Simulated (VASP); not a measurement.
# GaSb (I-4m2) in VASP: a series of runs, part 2 of 2

VASP 6.6.1.

### 3 Single point, r2SCAN (strain -0.0450 x Voigt [1, 0, 0, 0, 0, 0])

Input file POSCAR:

```
GaSb
1.0
    0.0000000000      3.0590000000      3.0590000000
    2.9213450000      0.0000000000      3.0590000000
    2.9213450000      3.0590000000      0.0000000000
Ga Sb
1 1
Direct
    0.0000000000      0.0000000000      0.0000000000
    0.7500000000      0.7500000000      0.7500000000
```

Input file INCAR.step1:

```
SYSTEM = GaSb
  PREC = Accurate
  ENCUT = 520
  ISMEAR = 0
  SIGMA = 0.05
  LREAL = .False.
  LASPH = .True.
  NELM = 100
  NBANDS = 16
  GGA = PE
  ALGO = Normal
  EDIFF = 1E-4
  LWAVE = .True.
  LCHARG = .False.
```

Input file INCAR.step2:

```
SYSTEM = GaSb
  PREC = Accurate
  ENCUT = 520
  EDIFF = 1E-6
  ISMEAR = 0
  SIGMA = 0.05
  LREAL = .False.
  LASPH = .True.
  NELM = 100
  ALGO = Normal
  ISIF = 2
  LWAVE = .False.
  LCHARG = .True.
  METAGGA = R2SCAN
  LMIXTAU = .True.
  LELF = .True.
  LVHAR = .True.
  NBANDS = 16
  ISTART = 1
```

Input file KPOINTS:

```
Automatic mesh
0
Gamma
  10 10 10
  0 0 0
```

Potentials or basis: VASP PAW PBE potentials, release 64 (Ga_d, Sb).

Launch:

```
cat potpaw_PBE.64/Ga_d/POTCAR potpaw_PBE.64/Sb/POTCAR > POTCAR
cp INCAR.step1 INCAR
mpirun -np 1 vasp_std > vasp.out
cp INCAR.step2 INCAR
mpirun -np 1 vasp_std > vasp.out
```

OUTCAR:

```text
SYSTEM = GaSb
   PREC = Accurate
   ENCUT = 520
   EDIFF = 1E-6
   ISMEAR = 0
   LREAL = .False.
   LASPH = .True.
   NELM = 100
   ISIF = 2
   METAGGA = R2SCAN
   ISTART = 1

 ion  position               nearest neighbor table
   1  0.000  0.000  0.000-   2 2.61   2 2.61   2 2.61   2 2.61
   2  0.750  0.750  0.750-   1 2.61   1 2.61   1 2.61   1 2.61

  LATTYP: Found a body centered tetragonal cell.
 ALAT       =     4.3260792873
 C/A-ratio  =     1.3505739521

  Lattice vectors:

 A1 = (  -2.9213450000,   0.0000000000,  -3.0590000000)
 A2 = (  -2.9213450000,   0.0000000000,   3.0590000000)
 A3 = (   2.9213450000,   3.0590000000,   0.0000000000)

Analysis of symmetry for initial positions (statically):
=====================================================================
 Subroutine PRICEL returns:
 Original cell was already a primitive cell.

 Routine SETGRP: Setting up the symmetry group for a
 body centered tetragonal supercell.

 Subroutine GETGRP returns: Found  8 space group operations
 (whereof  8 operations were pure point group operations)
 out of a pool of 16 trial point group operations.
[... 157 lines left out ...]
  ext. energy  EPLUGINS =         0.00000000
  ---------------------------------------------------
  free energy    TOTEN  =       -37.56339325 eV

  energy without entropy =      -37.56339325  energy(sigma->0) =      -37.56339325

 E-fermi :   5.6489     XC(G=0):  -9.9391

 val. band max:        5.3554230007   @ k =   0.0000   0.0000   0.0000
 cond. band min:       5.9118307476   @ k =   0.0000   0.4000   0.4000
 fundamental gap:      0.5564077468
 Fermi energy:         5.6489300571

 k-point     1 :       0.0000    0.0000    0.0000
  band No.  band energies     occupation
      1     -10.4210      2.00000
      2     -10.4209      2.00000
      3     -10.4154      2.00000
      4     -10.3572      2.00000
      5     -10.3521      2.00000
      6      -7.0976      2.00000
[... 433 lines left out ...]
      3     -10.3933      2.00000
      4     -10.3640      2.00000
      5     -10.3519      2.00000
      6      -5.3269      2.00000
[... 8 lines left out ...]
     15      16.2052      0.00000
     16      16.4203      0.00000

 [... further k-points ...]
[... 5 lines left out ...]
  --------------------------------------------------------------------------------------
  -------------------------------------------------------------------------------------
  Total        1.6060182      0.8878842      0.8878842      0.0000000      0.0000000      0.0000000
  in kB       47.0640458     26.0192703     26.0192703      0.0000000      0.0000000      0.0000000
  external PRESSURE =      33.0341954 kB  Pullay stress =       0.0000000 kB

 VOLUME and BASIS-vectors are now :
 -----------------------------------------------------------------------------
  energy-cutoff  :      520.00
  volume of cell :       54.67
      direct lattice vectors                 reciprocal lattice vectors
     0.000000000  3.059000000  3.059000000    -0.171154040  0.163452109  0.163452109
     2.921345000  0.000000000  3.059000000     0.171154040 -0.163452109  0.163452109
     2.921345000  3.059000000  0.000000000     0.171154040  0.163452109 -0.163452109

 POSITION                                       TOTAL-FORCE (eV/Angst)
 -----------------------------------------------------------------------------------
      0.00000      0.00000      0.00000         0.000000     -0.000000     -0.000000
      4.38202      4.58850      4.58850        -0.000000      0.000000      0.000000
 -----------------------------------------------------------------------------------
    total drift:                               -0.000016      0.000011      0.000011

  FREE ENERGIE OF THE ION-ELECTRON SYSTEM (eV)
  ---------------------------------------------------
  free  energy   TOTEN  =       -37.5633932469 eV

  energy  without entropy=      -37.5633932469  energy(sigma->0) =      -37.56339325
```

OUTCAR.step1:

```text
SYSTEM = GaSb
   PREC = Accurate
   ENCUT = 520
   ISMEAR = 0
   LREAL = .False.
   LASPH = .True.
[... 678 lines left out ...]
      0.00000      0.00000      0.00000         0.000000      0.000000     -0.000000
      4.38202      4.58850      4.58850         0.000000     -0.000000      0.000000
 -----------------------------------------------------------------------------------
    total drift:                               -0.000002     -0.000002     -0.000002

  FREE ENERGIE OF THE ION-ELECTRON SYSTEM (eV)
  ---------------------------------------------------
  free  energy   TOTEN  =        -7.2809943842 eV

  energy  without entropy=       -7.2809923666  energy(sigma->0) =       -7.28099338
```

It took 3.6 min on 1 thread of Intel Xeon 8259CL, shared host; peak memory 0.25 GiB.

What came out:

```yaml
Free_energy: -37.5634 eV
Pressure: 3.3 GPa
Band_gap_on_the_k_mesh: 0.56 eV (least direct gap 0.61 eV)
```

Stress tensor (GPa, compression positive):
```
4.71 0.00 0.00
0.00 2.60 0.00
0.00 0.00 2.60
```

Levels at points of the mesh, in eV from the valence-band top:
| k point | band 5 | band 6 | band 7 | band 8 | band 9 | band 10 | band 11 | band 12 | band 13 | band 14 |
| --- | --- | --- | --- | --- | --- | --- | --- | --- | --- | --- |
| (0.00, 0.00, 0.00) | -15.71 | -12.45 | -0.27 | -0.27 | 0.00 | 0.61 | 2.69 | 2.84 | 2.84 | 6.24 |
| (0.50, 0.00, 0.00) | -15.71 | -10.61 | -7.01 | -1.66 | -1.29 | 0.58 | 3.69 | 4.00 | 6.75 | 9.87 |
| (0.50, 0.50, 0.00) | -15.71 | -9.71 | -7.53 | -2.96 | -2.92 | 1.02 | 1.32 | 9.26 | 9.26 | 10.82 |
| (0.00, 0.50, 0.50) | -15.70 | -9.52 | -7.30 | -3.24 | -3.24 | 0.63 | 1.00 | 9.40 | 9.40 | 11.09 |

Caveat: the cell differs from its parent crystal (strain -0.0450 x Voigt [1, 0, 0, 0, 0, 0]); the cell stands under pressure; the PAW data sets were made with another functional, which shifts forces and pressure a little; spin-orbit coupling is left out, which moves the levels of the heavy elements. A k mesh can miss the band edges.

### 4 Single point, r2SCAN (strain -0.0300 x Voigt [1, 0, 0, 0, 0, 0])

Input file POSCAR:

```
GaSb
1.0
    0.0000000000      3.0590000000      3.0590000000
    2.9672300000      0.0000000000      3.0590000000
    2.9672300000      3.0590000000      0.0000000000
Ga Sb
1 1
Direct
    0.0000000000      0.0000000000      0.0000000000
    0.7500000000      0.7500000000      0.7500000000
```

Input file INCAR.step1:

```
PREC = Accurate ; ENCUT = 520
ISMEAR = 0 ; SIGMA = 0.05
LREAL = False ; LASPH = True
NELM = 100 ; NBANDS = 16
GGA = PE ; ALGO = Normal
EDIFF = 1E-4 ; LWAVE = True
LCHARG = False
```

Input file INCAR.step2:

```
PREC = Accurate ; ENCUT = 520
EDIFF = 1E-7 ; ISMEAR = 0
SIGMA = 0.05 ; LREAL = False
LASPH = True ; NELM = 100
ALGO = Normal ; ISIF = 2
LWAVE = False ; LCHARG = True
METAGGA = R2SCAN ; LMIXTAU = True
LELF = True ; LVHAR = True
NBANDS = 16 ; ISTART = 1
```

Input file KPOINTS:

```
Automatic mesh
0
Gamma
  10 10 10
```

Launch:

```
cat potpaw_PBE.64/Ga_d/POTCAR potpaw_PBE.64/Sb/POTCAR > POTCAR
cp INCAR.step1 INCAR
mpirun -np 1 vasp_std > vasp.out
cp INCAR.step2 INCAR
mpirun -np 1 vasp_std > vasp.out
```

Wall time 4.5 min (1 thread of Intel Xeon 8259CL, shared host); peak memory 0.26 GiB.

The run converged. Its results:

```
Free energy            : -37.5847 eV
Pressure               : 2.3 GPa
Band gap on the k mesh : 0.55 eV
```

Stress tensor (GPa, compression positive):
```
3.25 0.00 0.00
0.00 1.82 0.00
0.00 0.00 1.82
```

Levels at points of the mesh, in eV from the valence-band top:
```csv
k point,band 5,band 6,band 7,band 8,band 9,band 10,band 11,band 12,band 13,band 14
"(0.00, 0.00, 0.00)",-15.62,-12.28,-0.18,-0.18,0.00,0.55,2.78,2.89,2.89,6.28
"(0.50, 0.00, 0.00)",-15.62,-10.47,-6.86,-1.51,-1.27,0.62,3.80,3.99,6.80,9.95
"(0.50, 0.50, 0.00)",-15.61,-9.58,-7.37,-2.88,-2.85,1.05,1.37,9.29,9.29,10.84
"(0.00, 0.50, 0.50)",-15.61,-9.46,-7.22,-3.06,-3.06,0.80,1.16,9.36,9.36,11.00
```

Caveat: the cell differs from its parent crystal (strain -0.0300 x Voigt [1, 0, 0, 0, 0, 0]); the PAW data sets were made with another functional, which shifts forces and pressure a little; spin-orbit coupling is left out, which moves the levels of the heavy elements. A k mesh can miss the band edges.

### 5 Summary

| cell | gap on the mesh (eV) | pressure (GPa) |
| --- | --- | --- |
| a = 4.326, b = 4.198, c = 4.198 Å, angles 62.0, 59.0, 59.0°, 2 atoms | 0.38 | 4.4 |
| a = 4.326, b = 4.230, c = 4.230 Å, angles 61.5, 59.2, 59.2°, 2 atoms | 0.56 | 3.3 |
| a = 4.326, b = 4.262, c = 4.262 Å, angles 61.0, 59.5, 59.5°, 2 atoms | 0.55 | 2.3 |

Alike in all rows: task single point; level r2SCAN; potentials or basis VASP PAW PBE potentials, release 64 (Ga_d, Sb); no spin polarisation; k mesh 10 × 10 × 10; cutoff (eV) 520; smearing gaussian 0.05 eV.

Caveats: the PAW data sets were made with another functional, which shifts forces and pressure a little; spin-orbit coupling is left out, which moves the levels of the heavy elements; the cell stands under pressure (at least some runs).

Absolute energies hang on the potentials; compare differences alone.
